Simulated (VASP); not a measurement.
A run of VASP 6.6.1:

INCAR

```
SYSTEM = Pt
PREC     = Accurate       ! precision mode
ENCUT    = 520            ! plane-wave cutoff, eV
EDIFF    = 1E-6           ! SCF threshold, eV
ISMEAR   = 1              ! smearing method
SIGMA    = 0.1            ! smearing width, eV
LREAL    = .FALSE.        ! projectors in reciprocal space
LASPH    = .TRUE.         ! aspherical terms in the spheres
NELM     = 60             ! most SCF steps
ALGO     = Normal         ! electronic algorithm
ISIF     = 2              ! what is computed and relaxed
LWAVE    = .FALSE.        ! write WAVECAR
LCHARG   = .FALSE.        ! write CHGCAR
NBANDS   = 17             ! bands
```

KPOINTS

```
regular mesh
0
G
  14 14 7
  0 0 0
```

The input POSCAR:

```
Pt
1.0
    2.7092362764      0.0000000000      0.0000000000
   -1.3546181382      2.3462674403      0.0000000000
    0.0000000000      0.0000000000      4.6702715606
Pt
2
Direct
    0.6666666667      0.3333333333      0.7500000000
    0.3333333333      0.6666666667      0.2500000000
```

Potentials or basis: VASP PAW LDA potentials, release 64 (Pt).

Run with:

```sh
$ cat potpaw_LDA.64/Pt/POTCAR > POTCAR
$ mpirun -np 1 vasp_std > vasp.out
```

Hardware: 1 thread of AMD EPYC 7R43 64-Core Processor (Zen 3), on a shared host.

Question: Estimate the wall time of this run.

Answer: Run time: 35 s on 1 thread of AMD EPYC 7R43 64-Core Processor (Zen 3), on a shared host, peak memory 0.12 GiB. Counts: scf iterations 11, k points 96.
